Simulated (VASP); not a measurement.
# F (C2/m) in VASP: further runs, part 2 of 2

VASP 6.6.1. The steps go on from the part before.

**4. Single point, PBEsol**

This run uses another cell than the first one, of the same volume but with other edges.

Contents of INCAR:

```
  PREC = Accurate
  ENCUT = 520
  EDIFF = 1E-6
  ISMEAR = 0
  SIGMA = 0.05
  LREAL = F
  LASPH = T
  NELM = 100
  ALGO = Normal
  ISIF = 2
  LWAVE = F
  LCHARG = T
  GGA = PS
  LELF = T
  LVHAR = T
  NBANDS = 22
```

Contents of KPOINTS:

```
Automatic mesh
0
Gamma
  4 4 2
```

Contents of POSCAR:

```
F
1.0
    2.9783613687     -1.7961871511     -0.2297169226
    2.9783613687      1.7961871511     -0.2297169226
   -2.2142317686      0.0000000000      7.1827699476
F
4
Direct
    0.0848459664      0.0848459664      0.0940038325
    0.9151540336      0.9151540336      0.9059961675
    0.5015719855      0.5015719855      0.5937195244
    0.4984280145      0.4984280145      0.4062804756
```

Command:

```
$ cat potpaw_PBE.64/F/POTCAR > POTCAR
$ mpirun -np 1 vasp_std > vasp.out
```

Wall time 39 s (1 thread of Intel Xeon 8259CL, shared host); peak memory 0.19 GiB.

It converged, with:

- Free energy: -7.7967 eV
- Pressure: 0.2 GPa
- Largest force: 0.348 eV/Å
- Band gap on the k mesh: 2.95 eV, indirect (least direct gap 3.03 eV)

Forces in eV/Å, atoms in the order of the input:
```
F    0.144  0.000  0.317
F   -0.144  0.000 -0.317
F   -0.100  0.000  0.326
F    0.100  0.000 -0.326
```

Stress tensor (GPa, compression positive):
```
-0.20  0.00  0.12
 0.00 -0.51  0.00
 0.12  0.00  1.30
```

Levels at points of the mesh, in eV from the valence-band top:
```tsv
k point	band 10	band 11	band 12	band 13	band 14	band 15	band 16	band 17	band 18	band 19
(0.00, 0.00, 0.00)	-3.43	-0.30	-0.17	-0.10	-0.08	2.95	3.77	8.67	11.08	12.03
(0.50, 0.00, 0.00)	-3.52	-0.38	-0.29	-0.28	-0.15	3.39	3.49	12.58	12.73	14.25
(0.50, 0.50, 0.00)	-3.55	-0.35	-0.30	-0.20	0.00	3.33	3.50	12.97	13.38	13.40
(0.00, 0.00, 0.50)	-3.44	-0.28	-0.17	-0.15	-0.08	3.30	3.39	9.50	9.52	14.62
(0.50, 0.00, 0.50)	-3.49	-0.48	-0.31	-0.19	-0.06	3.20	3.65	12.48	13.36	13.58
(0.50, 0.50, 0.50)	-3.61	-0.39	-0.26	-0.19	-0.10	3.39	3.49	12.72	12.85	14.90
```

Caveat: the k points lie up to 0.52 Å⁻¹ apart; the PAW data sets were made with another functional, which shifts forces and pressure a little. A hybrid or GW would open this gap; PBEsol tends to underestimate it.

**5. Single point, PBEsol**

This run uses another cell than the first one, of 19.68 Å³/atom, 1.049 times its volume.

Contents of INCAR:

```
SYSTEM = F
PREC     = Accurate       ! precision mode
ENCUT    = 520            ! plane-wave cutoff, eV
EDIFF    = 1E-7           ! SCF threshold, eV
ISMEAR   = 0              ! smearing method
SIGMA    = 0.05           ! smearing width, eV
LREAL    = .FALSE.        ! projectors in reciprocal space
LASPH    = .TRUE.         ! aspherical terms in the spheres
NELM     = 100            ! most SCF steps
ALGO     = Normal         ! electronic algorithm
ISIF     = 2              ! what is computed and relaxed
LWAVE    = .FALSE.        ! write WAVECAR
LCHARG   = .FALSE.        ! write CHGCAR
GGA      = PS             ! functional
NBANDS   = 22             ! bands
```

Contents of KPOINTS:

```
Automatic mesh
0
G
  4 4 2
  0 0 0
```

Contents of POSCAR:

```
F
1.0
    3.2615308136     -1.7581256237     -0.2515573931
    3.2615308136      1.7581256237     -0.2515573931
   -2.4872587425      0.0000000000      7.0552428343
F
4
Direct
    0.0848459664      0.0848459664      0.0940038325
    0.9151540336      0.9151540336      0.9059961675
    0.5015719855      0.5015719855      0.5937195244
    0.4984280145      0.4984280145      0.4062804756
```

Command:

```
$ cat potpaw_PBE.64/F/POTCAR > POTCAR
$ mpirun -np 1 vasp_std > vasp.out
```

It took 13 s on 1 thread of AMD EPYC 9R45 (Zen 5), shared host; peak memory 0.15 GiB.

It converged, with:

| Quantity | Value |
| --- | --- |
| Free energy | -7.7883 eV |
| Pressure | 0.8 GPa |
| Largest force | 0.663 eV/Å |
| Band gap on the k mesh | 3.12 eV, indirect (least direct gap 3.21 eV) |

Forces on the atoms (eV/Å):
```
F    0.308  0.000  0.584
F   -0.308  0.000 -0.584
F   -0.208  0.000  0.630
F    0.208  0.000 -0.630
```

Stress tensor (GPa, compression positive):
```
 0.04  0.00  0.20
 0.00 -0.51  0.00
 0.20  0.00  2.74
```

Levels at points of the mesh, in eV from the valence-band top:
| k point | band 11 | band 12 | band 13 | band 14 | band 15 | band 16 | band 17 | band 18 |
| --- | --- | --- | --- | --- | --- | --- | --- | --- |
| (0.00, 0.00, 0.00) | -0.36 | -0.17 | -0.13 | -0.09 | 3.12 | 3.81 | 8.53 | 11.05 |
| (0.50, 0.00, 0.00) | -0.36 | -0.30 | -0.29 | -0.18 | 3.50 | 3.57 | 12.40 | 12.53 |
| (0.50, 0.50, 0.00) | -0.31 | -0.26 | -0.17 | 0.00 | 3.46 | 3.54 | 12.56 | 12.56 |
| (0.00, 0.00, 0.50) | -0.31 | -0.20 | -0.16 | -0.09 | 3.41 | 3.47 | 9.40 | 9.42 |
| (0.50, 0.00, 0.50) | -0.47 | -0.34 | -0.20 | -0.07 | 3.36 | 3.70 | 12.32 | 13.09 |
| (0.50, 0.50, 0.50) | -0.34 | -0.24 | -0.16 | -0.09 | 3.48 | 3.56 | 12.05 | 12.17 |

Caveat: the k points lie up to 0.52 Å⁻¹ apart; the PAW data sets were made with another functional, which shifts forces and pressure a little.

**6. Single point, PBEsol**

This run uses another cell than the first one, of 19.68 Å³/atom, 1.049 times its volume.

Contents of INCAR:

```
SYSTEM = F
  PREC = Accurate
  ENCUT = 520
  EDIFF = 1E-7
  ISMEAR = 0
  SIGMA = 0.05
  LREAL = .FALSE.
  LASPH = .TRUE.
  NELM = 80
  ALGO = Normal
  ISIF = 2
  LWAVE = .FALSE.
  LCHARG = .FALSE.
  GGA = PS
  NBANDS = 22
```

KPOINTS is that of step 5.

Contents of POSCAR:

```
F
1.0
    3.1926436540     -1.7769917959     -0.2462442210
    3.1926436540      1.7769917959     -0.2462442210
   -2.4179634736      0.0000000000      7.1235483043
F
4
Direct
    0.0848459664      0.0848459664      0.0940038325
    0.9151540336      0.9151540336      0.9059961675
    0.5015719855      0.5015719855      0.5937195244
    0.4984280145      0.4984280145      0.4062804756
```

Potentials or basis: VASP PAW PBE potentials, release 64 (F).

Command:

```
$ cat potpaw_PBE.64/F/POTCAR > POTCAR
$ mpirun -np 1 vasp_std > vasp.out
```

OUTCAR:

```text
SYSTEM = F
   PREC = Accurate
   ENCUT = 520
   EDIFF = 1E-7
   ISMEAR = 0
   LREAL = .FALSE.
   LASPH = .TRUE.
   NELM = 80
   ISIF = 2
   GGA = PS

 ion  position               nearest neighbor table
   1  0.085  0.085  0.094-   2 1.40
   2  0.915  0.915  0.906-   1 1.40
   3  0.502  0.502  0.594-   4 1.40
   4  0.498  0.498  0.406-   3 1.40

  LATTYP: Found a base centered monoclinic cell.
 ALAT       =     6.4042516246
 B/A-ratio  =     0.5549412797
 C/A-ratio  =     1.1746464453
 COS(beta)  =    -0.3932887866

  Lattice vectors:

 A1 = (   3.1926436540,  -1.7769917959,  -0.2462442210)
 A2 = (   3.1926436540,   1.7769917959,  -0.2462442210)
 A3 = (  -2.4179634736,   0.0000000000,   7.1235483043)

Analysis of symmetry for initial positions (statically):
=====================================================================
 Subroutine PRICEL returns:
 Original cell was already a primitive cell.

 Routine SETGRP: Setting up the symmetry group for a
[... 157 lines left out ...]
  free energy    TOTEN  =        -7.79657599 eV

  energy without entropy =       -7.79657599  energy(sigma->0) =       -7.79657599

 E-fermi :  -5.5158     XC(G=0):  -6.6556

 val. band max:       -5.8687012345   @ k =   0.5000   0.5000  -0.0000
 cond. band min:      -2.8583198121   @ k =   0.0000   0.0000   0.0000
 fundamental gap:      3.0103814224
 Fermi energy:        -5.5158205678

 k-point     1 :       0.0000    0.0000    0.0000
  band No.  band energies     occupation
      1     -30.9322      2.00000
      2     -30.7848      2.00000
      3     -24.3549      2.00000
      4     -24.1163      2.00000
      5     -12.5043      2.00000
      6     -11.9617      2.00000
[... 339 lines left out ...]
     21       8.8479      0.00000
     22       8.9959      0.00000

------------------------ aborting loop because EDIFF is reached ----------------------------------------

  FORCE on cell =-STRESS in cart. coord.  units (eV):
  Direction    XX          YY          ZZ          XY          YZ          ZX
  --------------------------------------------------------------------------------------
  -------------------------------------------------------------------------------------
  Total       -0.1283727     -0.2554117      0.5638578      0.0000000      0.0000000      0.0458934
  in kB       -2.6130182     -5.1988876     11.4772874      0.0000000      0.0000000      0.9341575
  external PRESSURE =       1.2217939 kB  Pullay stress =       0.0000000 kB

 VOLUME and BASIS-vectors are now :
 -----------------------------------------------------------------------------
  energy-cutoff  :      520.00
  volume of cell :       78.71
      direct lattice vectors                 reciprocal lattice vectors
     3.192643654 -1.776991796 -0.246244221     0.160820293 -0.281374400  0.054587626
     3.192643654  1.776991796 -0.246244221     0.160820293  0.281374400  0.054587626
    -2.417963474  0.000000000  7.123548304     0.011118355  0.000000000  0.144153409

 POSITION                                       TOTAL-FORCE (eV/Angst)
 -----------------------------------------------------------------------------------
      0.31447      0.00000      0.62786         0.153643      0.000000      0.298869
      3.65286      0.00000      6.00320        -0.153643      0.000000     -0.298869
      1.76709      0.00000      3.98237        -0.098349      0.000000      0.318895
      2.20023      0.00000      2.64869         0.098349      0.000000     -0.318895
 -----------------------------------------------------------------------------------
    total drift:                                0.000000      0.000000     -0.000000

  FREE ENERGIE OF THE ION-ELECTRON SYSTEM (eV)
  ---------------------------------------------------
  free  energy   TOTEN  =        -7.7965759912 eV

  energy  without entropy=       -7.7965759912  energy(sigma->0) =       -7.79657599
```

stdout:

```text
POSCAR found type information on POSCAR F
 POSCAR found :  1 types and       4 ions
 scaLAPACK will be used
 -----------------------------------------------------------------------------
|                                                                             |
|                                                                             |
|     You enforced a specific xc type in the INCAR file but a different       |
|     I HOPE YOU KNOW WHAT YOU ARE DOING!                                     |
|                                                                             |
 -----------------------------------------------------------------------------

 LDA part: xc-table for (Slater+PW92), standard interpolation
 POSCAR, INCAR and KPOINTS ok, starting setup
 FFT: planning ... GRIDC
 FFT: planning ... GRID_SOFT
 FFT: planning ... GRID
 WAVECAR not read
 entering main loop
```

Wall time 13 s (1 thread of AMD EPYC 9R45 (Zen 5), shared host); peak memory 0.15 GiB.

What came out:

```yaml
Free_energy: -7.7966 eV
Pressure: 0.1 GPa
Largest_force: 0.336 eV/Å
Band_gap_on_the_k_mesh: 3.01 eV, indirect (least direct gap 3.10 eV)
```

Forces on the atoms (eV/Å):
```
F    0.154  0.000  0.299
F   -0.154  0.000 -0.299
F   -0.098  0.000  0.319
F    0.098  0.000 -0.319
```

Stress tensor (GPa, compression positive):
```
-0.26  0.00  0.09
 0.00 -0.52  0.00
 0.09  0.00  1.15
```

Caveat: the k points lie up to 0.52 Å⁻¹ apart; the PAW data sets were made with another functional, which shifts forces and pressure a little. A k mesh can miss the band edges.

**7. Overview**

```csv
cell,gap on the mesh (eV),pressure (GPa),largest force (eV/Å)
"a = 3.681, b = 3.681, c = 7.342 Å, angles 111.2, 111.2, 55.7°, 4 atoms",3.43,3.1,1.82
"a = 3.629, b = 3.629, c = 7.382 Å, angles 110.5, 110.5, 57.3°, 4 atoms",3.31,2.4,1.44
"a = 3.486, b = 3.486, c = 7.516 Å, angles 108.3, 108.3, 62.0°, 4 atoms",2.95,0.2,0.35
"a = 3.714, b = 3.714, c = 7.481 Å, angles 110.8, 110.8, 56.5°, 4 atoms",3.12,0.8,0.66
"a = 3.662, b = 3.662, c = 7.523 Å, angles 110.1, 110.1, 58.1°, 4 atoms",3.01,0.1,0.34
```

Alike in all rows: task single point; level PBEsol; potentials or basis VASP PAW PBE potentials, release 64 (F); no spin polarisation; k mesh 4 × 4 × 2; cutoff (eV) 520; smearing gaussian 0.05 eV.

Caveats: all runs use coarse meshes; the PAW data sets were made with another functional, which shifts forces and pressure a little.

Total energies depend on the potentials used, so only differences within one code and one set of settings carry meaning.
